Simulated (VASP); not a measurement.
# HfCl7 (Fm-3m) in VASP: notebook, part 2 of 2

VASP 6.6.1. The steps go on from the part before.

### 4 Single point, PBE

File INCAR:

```
  ALGO = Normal
  EDIFF = 1E-6
  ENCUT = 520
  GGA = PE
  ISIF = 2
  ISMEAR = 0
  LASPH = True
  LCHARG = False
  LREAL = False
  LWAVE = False
  NBANDS = 40
  NELM = 100
  PREC = Accurate
  SIGMA = 0.1
```

File KPOINTS:

```
k-points
0
Gamma
  8 8 8
```

File POSCAR:

```
HfCl7
1.0
    0.0000000000      4.2875241896      4.2875241896
    4.2875241896      0.0000000000      4.2875241896
    4.2875241896      4.2875241896      0.0000000000
Hf Cl
1 7
Direct
    0.0000000000      0.0000000000      0.0000000000
    0.5000000000      0.5000000000      0.5000000000
    0.0000000000      0.0000000000      0.5000000000
    0.5000000000      0.0000000000      0.5000000000
    0.0000000000      0.5000000000      0.5000000000
    0.5000000000      0.5000000000      0.0000000000
    0.0000000000      0.5000000000      0.0000000000
    0.5000000000      0.0000000000      0.0000000000
```

Potentials or basis: VASP PAW PBE potentials, release 64 (Hf_pv, Cl).

The run is started by

```
$ cat potpaw_PBE.64/Hf_pv/POTCAR potpaw_PBE.64/Cl/POTCAR > POTCAR
$ mpirun -np 1 vasp_std > vasp.out
```

OUTCAR:

```text
EDIFF = 1E-6
   ENCUT = 520
   GGA = PE
   ISIF = 2
   ISMEAR = 0
   LASPH = True
   LREAL = False
   NELM = 100
   PREC = Accurate

 ion  position               nearest neighbor table
   1  0.000  0.000  0.000-   3 3.03   7 3.03   8 3.03   3 3.03   4 3.03   5 3.03   5 3.03   6 3.03
                             7 3.03   4 3.03   6 3.03   8 3.03
   2  0.500  0.500  0.500-
   3  0.000  0.000  0.500-   1 3.03   1 3.03
   4  0.500  0.000  0.500-   1 3.03   1 3.03
   5  0.000  0.500  0.500-   1 3.03   1 3.03
   6  0.500  0.500  0.000-   1 3.03   1 3.03
   7  0.000  0.500  0.000-   1 3.03   1 3.03
   8  0.500  0.000  0.000-   1 3.03   1 3.03

  LATTYP: Found a face centered cubic cell.
 ALAT       =     8.5750483792

  Lattice vectors:

 A1 = (   0.0000000000,   4.2875241896,   4.2875241896)
 A2 = (   4.2875241896,   0.0000000000,   4.2875241896)
 A3 = (   4.2875241896,   4.2875241896,   0.0000000000)

Analysis of symmetry for initial positions (statically):
=====================================================================
 Subroutine PRICEL returns:
 Original cell was already a primitive cell.

 Routine SETGRP: Setting up the symmetry group for a
 face centered cubic supercell.

 Subroutine GETGRP returns: Found 48 space group operations
 (whereof 48 operations were pure point group operations)
 out of a pool of 48 trial point group operations.

The static configuration has the point symmetry O_h .

Analysis of symmetry for dynamics (positions and initial velocities):
=====================================================================
 Subroutine PRICEL returns:
 Original cell was already a primitive cell.

 Routine SETGRP: Setting up the symmetry group for a
 face centered cubic supercell.

 Subroutine GETGRP returns: Found 48 space group operations
 (whereof 48 operations were pure point group operations)
 out of a pool of 48 trial point group operations.

The dynamic configuration has the point symmetry O_h .

 Subroutine INISYM returns: Found 48 space group operations
 (whereof 48 operations are pure point group operations),
 and found     1 'primitive' translations

----------------------------------------------------------------------------------------

                                     Primitive cell

  volume of cell :     157.6339

  direct lattice vectors                    reciprocal lattice vectors
     0.000000000  4.287524190  4.287524190    -0.116617418  0.116617418  0.116617418
     4.287524190  0.000000000  4.287524190     0.116617418 -0.116617418  0.116617418
     4.287524190  4.287524190  0.000000000     0.116617418  0.116617418 -0.116617418

  length of vectors
     6.063474858  6.063474858  6.063474858     0.201987293  0.201987293  0.201987293

  position of ions in fractional coordinates (direct lattice)
     0.000000000  0.000000000  0.000000000
     0.500000000  0.500000000  0.500000000
     0.000000000  0.000000000  0.500000000
     0.500000000  0.000000000  0.500000000
     0.000000000  0.500000000  0.500000000
     0.500000000  0.500000000  0.000000000
     0.000000000  0.500000000  0.000000000
     0.500000000  0.000000000  0.000000000

[... 41 lines left out ...]
  0.250000  0.000000  0.000000      8.000000
  0.375000  0.000000  0.000000      8.000000
  0.500000  0.000000  0.000000      4.000000
  0.125000  0.125000  0.000000      6.000000
[... 16 lines left out ...]
  0.500000  0.250000  0.125000     48.000000
 -0.375000  0.250000  0.125000     24.000000
 [... further k-points ...]
   k-points           NKPTS =     29   k-points in BZ     NKDIM =     29   number of bands    NBANDS=     40
   number of dos      NEDOS =    301   number of ions     NIONS =      8
   total plane-waves  NPLWV = 110592
   dimension x,y,z NGX =    48 NGY =   48 NGZ =   48
   dimension x,y,z NGXF=    96 NGYF=   96 NGZF=   96
   ions per type =               1   7
   NGX,Y,Z   is equivalent  to a cutoff of  13.16, 13.16, 13.16 a.u.
   NGXF,Y,Z  is equivalent  to a cutoff of  26.32, 26.32, 26.32 a.u.
 SYSTEM =  unknown system
   PREC   = accura    normal or accurate (medium, high low for compatibility)
   ISTART =      0    job   : 0-new  1-cont  2-samecut
   ICHARG =      2    charge: 1-file 2-atom 10-const
   ISPIN  =      1    spin polarized calculation?
   LNONCOLLINEAR =      F non collinear calculations
   LSORBIT =      F    spin-orbit coupling
   LASPH  =      T    aspherical Exc in radial PAW
   ENCUT  =  520.0 eV  38.22 Ry    6.18 a.u.  11.27 11.27 11.27*2*pi/ulx,y,z
   NELM   =    100;   NELMIN=  2; NELMDL= -5     # of ELM steps
   EDIFF  = 0.1E-05   stopping-criterion for ELM
   LREAL  =      F    real-space projection
   EDIFFG = 0.1E-04   stopping-criterion for IOM
   NSW    =      0    number of steps for IOM
   IBRION =     -1    ionic relax: 0-MD 1-quasi-New 2-CG
   NFREE  =      0    steps in history (QN), initial steepest desc. (CG)
   ISIF   =      2    stress and relaxation
   ISYM   =      2    0-nonsym 1-usesym 2-fastsym
   POTIM  = 0.5000    time-step for ionic-motion
   TEBEG  =    0.0;   TEEND  =   0.0 temperature during run
   PSTRESS=    0.0 pullay stress
   NELECT =      59.0000    total number of electrons
   NUPDOWN=      -1.0000    fix difference up-down
   EMIN   =  10.00;   EMAX   =-10.00  energy-range for DOS
   EFERMI =   0.00;   METHOD = LEGACY
   ISMEAR =     0;   SIGMA  =   0.10  broadening in eV -4-tet -1-fermi 0-gaus
   EFERMI_NEDOS =   21; number of points for ismear=-14 and -15
   IALGO  =     38    algorithm
   IMIX   =      4    mixing-type and parameters
     AMIX     =   0.40;   BMIX     =  1.00
     AMIX_MAG =   1.60;   BMIX_MAG =  1.00
  volume/ion in A,a.u.               =      19.70       132.97
  Fermi-wavevector in a.u.,A,eV,Ry     =   1.179801  2.229501 18.938377  1.391931
  Thomas-Fermi vector in A             =   2.316106
   LORBIT       =      0    0 simple, 1 ext, 2 COOP (PROOUT), +10 PAW based schemes
   GGA     = PE    functional components
   LHFCALC =     F    Hartree Fock is set to
   AEXX    =    0.0000 exact exchange contribution
   IVDW    =     0    specifies the selected vdW correction
   LEPSILON=     F    determine dielectric tensor
   LRPA    =     F    only Hartree local field effects (RPA)
 non-spin polarized calculation
 Gauss-broadening in eV      SIGMA  =   0.10
  energy-cutoff  :      520.00
  volume of cell :      157.63
 maximum number of plane-waves:      4279
 NGX is ok and might be reduce to    48
   NGX = 23   NGY = 23   NGZ = 23

 number of electron      58.9999989 magnetization

 Free energy of the ion-electron system (eV)
  ---------------------------------------------------
  ext. energy  EPLUGINS =         0.00000000
  ---------------------------------------------------
  free energy    TOTEN  =       -22.04637776 eV

  energy without entropy =      -22.00575269  energy(sigma->0) =      -22.02606522

 E-fermi :   3.8122     XC(G=0): -10.1633

 val. band max:        3.8096806797   @ k =   0.2500   0.1250   0.0000
 cond. band min:       3.8255916675   @ k =   0.5000   0.5000   0.0000
 fundamental gap:      0.0159109877
 Fermi energy:         3.8121608100

 k-point     1 :       0.0000    0.0000    0.0000
  band No.  band energies     occupation
      1     -30.0427      2.00000
      2     -30.0427      2.00000
      3     -30.0427      2.00000
      4     -12.2216      2.00000
      5     -10.4966      2.00000
      6     -10.4966      2.00000
[... 1021 lines left out ...]
     39      11.5759      0.00000
     40      12.0890      0.00000

 [... further k-points ...]

------------------------ aborting loop because EDIFF is reached ----------------------------------------

  FORCE on cell =-STRESS in cart. coord.  units (eV):
  Direction    XX          YY          ZZ          XY          YZ          ZX
  --------------------------------------------------------------------------------------
  -------------------------------------------------------------------------------------
  Total       -0.2789109     -0.2789109     -0.2789109      0.0000000      0.0000000      0.0000000
  in kB       -2.8348250     -2.8348250     -2.8348250      0.0000000      0.0000000      0.0000000
  external PRESSURE =      -2.8348250 kB  Pullay stress =       0.0000000 kB

 VOLUME and BASIS-vectors are now :
 -----------------------------------------------------------------------------
  energy-cutoff  :      520.00
  volume of cell :      157.63
      direct lattice vectors                 reciprocal lattice vectors
     0.000000000  4.287524190  4.287524190    -0.116617418  0.116617418  0.116617418
     4.287524190  0.000000000  4.287524190     0.116617418 -0.116617418  0.116617418
     4.287524190  4.287524190  0.000000000     0.116617418  0.116617418 -0.116617418

 POSITION                                       TOTAL-FORCE (eV/Angst)
 -----------------------------------------------------------------------------------
      0.00000      0.00000      0.00000         0.000000     -0.000000     -0.000000
      4.28752      4.28752      4.28752         0.000000     -0.000000     -0.000000
      2.14376      2.14376      0.00000         0.000000     -0.000000      0.000000
      2.14376      4.28752      2.14376        -0.000000     -0.000000     -0.000000
      4.28752      2.14376      2.14376        -0.000000      0.000000      0.000000
      2.14376      2.14376      4.28752        -0.000000     -0.000000     -0.000000
      2.14376      0.00000      2.14376         0.000000     -0.000000      0.000000
      0.00000      2.14376      2.14376         0.000000      0.000000     -0.000000
 -----------------------------------------------------------------------------------
    total drift:                                0.000000      0.000000      0.000000

  FREE ENERGIE OF THE ION-ELECTRON SYSTEM (eV)
  ---------------------------------------------------
  free  energy   TOTEN  =       -22.0463777566 eV

  energy  without entropy=      -22.0057526921  energy(sigma->0) =      -22.02606522
```

It took 3.6 min on 1 thread of Intel Xeon Platinum 8259CL at 2.50GHz (Skylake/Cascade Lake), shared host; peak memory 0.4 GiB.

What came out:

| Quantity | Value |
| --- | --- |
| Free energy | -22.0464 eV |
| Pressure | -0.3 GPa |
| Band gap on the k mesh | zero (an odd number of electrons rules out a gap without spin polarisation) |

Levels at points of the mesh, in eV from the Fermi level:
| k point | band 25 | band 26 | band 27 | band 28 | band 29 | band 30 | band 31 | band 32 | band 33 | band 34 |
| --- | --- | --- | --- | --- | --- | --- | --- | --- | --- | --- |
| (0.00, 0.00, 0.00) | -0.23 | -0.23 | 0.07 | 0.07 | 0.15 | 0.29 | 0.29 | 0.42 | 0.42 | 0.42 |
| (0.50, 0.00, 0.00) | -0.85 | -0.85 | -0.76 | -0.17 | -0.17 | 0.19 | 0.19 | 0.53 | 0.69 | 0.69 |
| (0.50, 0.50, 0.00) | -1.93 | -0.66 | -0.66 | -0.39 | -0.17 | -0.17 | 0.01 | 0.62 | 0.83 | 2.03 |

Caveat: spin-orbit coupling is left out, which moves the levels of the heavy elements; an odd number of electrons without spin polarisation forces a metal; a magnetic or distorted state may lie lower.

### 5 Relaxation of cell and atoms, PBE

This run uses another cell than the first one, of 28.11 Å³/atom.

File INCAR:

```
SYSTEM = HfCl7
  ALGO = Normal
  EDIFF = 1E-6
  EDIFFG = -0.04
  ENCUT = 600
  GGA = PE
  IBRION = 2
  ISIF = 3
  ISMEAR = 0
  LASPH = .TRUE.
  LCHARG = .FALSE.
  LREAL = .FALSE.
  LWAVE = .FALSE.
  NELM = 100
  NSW = 90
  PREC = Accurate
  SIGMA = 0.1
```

File KPOINTS:

```
k-points
0
G
  4 4 4
  0 0 0
```

POSCAR, as its differences from that of step 4:

```diff
@@ -2,5 +2,5 @@
 1.0
-    0.0000000000      4.2875241896      4.2875241896
-    4.2875241896      0.0000000000      4.2875241896
-    4.2875241896      4.2875241896      0.0000000000
+    0.0000000000      4.8267891200      4.8267891200
+    4.8267891200      0.0000000000      4.8267891200
+    4.8267891200      4.8267891200      0.0000000000
 Hf Cl
```

The run is started by

```
$ cat potpaw_PBE.64/Hf_pv/POTCAR potpaw_PBE.64/Cl/POTCAR > POTCAR
$ mpirun -np 1 vasp_std > vasp.out
```

It took 8.2 min on 1 thread of Intel Xeon Platinum 8259CL at 2.50GHz (Skylake/Cascade Lake), shared host; peak memory 0.49 GiB.

It converged, with:

```yaml
Free_energy: -22.0541 eV
Relaxed_volume: 19.55 Å³/atom
Relaxed_cell: a = 6.047 Å, b = 6.047 Å, c = 6.047 Å, α = 60.00°, β = 60.00°, γ = 60.00°
Space_group_after_relaxing_to_0.1_Å: Fm-3m (No. 225)
Energy_gained_by_relaxing: 329.2 meV/atom
Ionic_steps: 4
Pressure_after_relaxing: 0.2 GPa
Band_gap_on_the_k_mesh: zero (an odd number of electrons rules out a gap without spin polarisation)
```

The path:
| step | energy change (eV) | largest force (eV/Å) | pressure (GPa) | volume (Å³) |
| --- | --- | --- | --- | --- |
| 1 | 0.0000 | 0.0000 | -8.64 | 224.91 |
| 2 | -2.1953 | 0.0000 | -5.60 | 179.08 |
| 3 | -2.6267 | 0.0000 | -0.93 | 159.59 |
| 4 | -2.6339 | 0.0000 | 0.23 | 156.37 |

Final structure:
```xyz
8
Lattice="0.0000 4.2761 4.2761 4.2761 0.0000 4.2761 4.2761 4.2761 0.0000" Properties=species:S:1:pos:R:3 pbc="T T T"
Hf    4.2761    4.2761    8.5521
Cl    4.2761    4.2761    4.2761
Cl    2.1380    6.4141    4.2761
Cl    6.4141    4.2761    6.4141
Cl    4.2761    6.4141    6.4141
Cl    6.4141    6.4141    4.2761
Cl    6.4141    4.2761    2.1380
Cl    4.2761    2.1380    6.4141
```

Levels at points of the mesh, in eV from the Fermi level:
| k point | band 25 | band 26 | band 27 | band 28 | band 29 | band 30 | band 31 | band 32 | band 33 | band 34 |
| --- | --- | --- | --- | --- | --- | --- | --- | --- | --- | --- |
| (0.00, 0.00, 0.00) | -0.17 | -0.17 | 0.12 | 0.12 | 0.23 | 0.36 | 0.36 | 0.49 | 0.64 | 0.64 |
| (0.50, 0.00, 0.00) | -0.79 | -0.79 | -0.70 | -0.12 | -0.12 | 0.27 | 0.27 | 0.60 | 0.76 | 0.76 |
| (0.50, 0.50, 0.00) | -1.85 | -0.61 | -0.61 | -0.33 | -0.08 | -0.08 | 0.06 | 0.69 | 0.90 | 2.12 |

Caveat: the volume moved by over 15 % at a fixed basis, so the end points are rough; spin-orbit coupling is left out, which moves the levels of the heavy elements; an odd number of electrons without spin polarisation forces a metal; a magnetic or distorted state may lie lower.

### 6 Relaxation of cell and atoms, PBE

File INCAR:

```
PREC = Accurate ; ENCUT = 600
EDIFF = 1E-6 ; ISMEAR = 0
SIGMA = 0.1 ; LREAL = False
LASPH = True ; NELM = 100
ALGO = Normal ; ISIF = 3
LWAVE = False ; LCHARG = False
GGA = PE ; IBRION = 2
NSW = 100 ; EDIFFG = -0.01
```

File KPOINTS:

```
Automatic mesh
0
Gamma
  8 8 8
```

POSCAR, as its differences from that of step 5:

```diff
@@ -2,5 +2,5 @@
 1.0
-    0.0000000000      4.8267891200      4.8267891200
-    4.8267891200      0.0000000000      4.8267891200
-    4.8267891200      4.8267891200      0.0000000000
+    0.0000000000      4.2875241896      4.2875241896
+    4.2875241896      0.0000000000      4.2875241896
+    4.2875241896      4.2875241896      0.0000000000
 Hf Cl
```

Potentials or basis: VASP PAW PBE potentials, release 64 (Hf_pv, Cl).

The run is started by

```
$ cat potpaw_PBE.64/Hf_pv/POTCAR potpaw_PBE.64/Cl/POTCAR > POTCAR
$ mpirun -np 1 vasp_std > vasp.out
```

Run time: 6 min. Hardware: 1 thread of Intel Xeon Platinum 8259CL at 2.50GHz (Skylake/Cascade Lake), shared host; peak memory 0.43 GiB.

Results (log left out):

```
Free energy                           : -22.0482 eV
Relaxed volume                        : 19.63 Å³/atom
Relaxed cell                          : a = 6.056 Å, b = 6.056 Å, c = 6.056 Å, α = 60.00°, β = 60.00°, γ = 60.00°
Space group after relaxing (to 0.1 Å) : Fm-3m (No. 225)
Energy gained by relaxing             : 0.1 meV/atom
Ionic steps                           : 2
Pressure after relaxing               : 0.0 GPa
Band gap on the k mesh                : zero (an odd number of electrons rules out a gap without spin polarisation)
```

The path:
```csv
step,energy change (eV),largest force (eV/Å),pressure (GPa),volume (Å³)
1,0.0000,0.0000,-0.22,157.63
2,-0.0004,0.0000,0.01,157.02
```

Final structure:
```cif
data_structure
_symmetry_space_group_name_H-M 'P 1'
_symmetry_Int_Tables_number 1
_cell_length_a 6.0555
_cell_length_b 6.0555
_cell_length_c 6.0555
_cell_angle_alpha 60.000
_cell_angle_beta 60.000
_cell_angle_gamma 60.000
_cell_volume 157.02
loop_
_atom_site_label
_atom_site_type_symbol
_atom_site_fract_x
_atom_site_fract_y
_atom_site_fract_z
_atom_site_occupancy
Hf1 Hf 0.00000 0.00000 0.00000 1
Cl1 Cl 0.50000 0.50000 0.50000 1
Cl2 Cl 0.00000 0.00000 0.50000 1
Cl3 Cl 0.50000 0.00000 0.50000 1
Cl4 Cl 0.00000 0.50000 0.50000 1
Cl5 Cl 0.50000 0.50000 0.00000 1
Cl6 Cl 0.00000 0.50000 0.00000 1
Cl7 Cl 0.50000 0.00000 0.00000 1
```

Levels at points of the mesh, in eV from the Fermi level:
| k point | band 26 | band 27 | band 28 | band 29 | band 30 | band 31 | band 32 | band 33 |
| --- | --- | --- | --- | --- | --- | --- | --- | --- |
| (0.00, 0.00, 0.00) | -0.23 | 0.07 | 0.07 | 0.16 | 0.29 | 0.29 | 0.43 | 0.43 |
| (0.50, 0.00, 0.00) | -0.85 | -0.77 | -0.17 | -0.17 | 0.19 | 0.19 | 0.53 | 0.69 |
| (0.50, 0.50, 0.00) | -0.66 | -0.66 | -0.39 | -0.17 | -0.17 | 0.01 | 0.62 | 0.83 |

Caveat: spin-orbit coupling is left out, which moves the levels of the heavy elements; an odd number of electrons without spin polarisation forces a metal; a magnetic or distorted state may lie lower.

### 7 Overview

```tsv
task	cell	k mesh	cutoff (eV)	gap on the mesh (eV)	pressure (GPa)	relaxed volume (Å³/atom)
single point	a = 6.063 Å, angles 60.0°, 8 atoms	4 × 4 × 4	520	none	-0.3	-
single point	a = 6.826 Å, angles 60.0°, 8 atoms	4 × 4 × 4	520	none	-8.7	-
single point	a = 6.063 Å, angles 60.0°, 8 atoms	8 × 8 × 8	520	none	-0.3	-
relaxation of cell and atoms	relaxed from a = 6.826 Å, angles 60.0°, 8 atoms	4 × 4 × 4	600	none	0.2	19.55
relaxation of cell and atoms	relaxed from a = 6.063 Å, angles 60.0°, 8 atoms	8 × 8 × 8	600	none	0.0	19.63
```

Alike in all rows: level PBE; potentials or basis VASP PAW PBE potentials, release 64 (Hf_pv, Cl); no spin polarisation; smearing gaussian 0.1 eV.

Caveats: spin-orbit coupling is left out, which moves the levels of the heavy elements; an odd number of electrons without spin polarisation forces a metal; a magnetic or distorted state may lie lower; the cell stands under tension (at least some runs); the volume moved by over 15 % at a fixed basis, so the end points are rough (at least some runs).

Total energies depend on the potentials used, so only differences within one code and one set of settings carry meaning.

The gap in the log of VASP goes by the Fermi energy; the results here count the filled bands.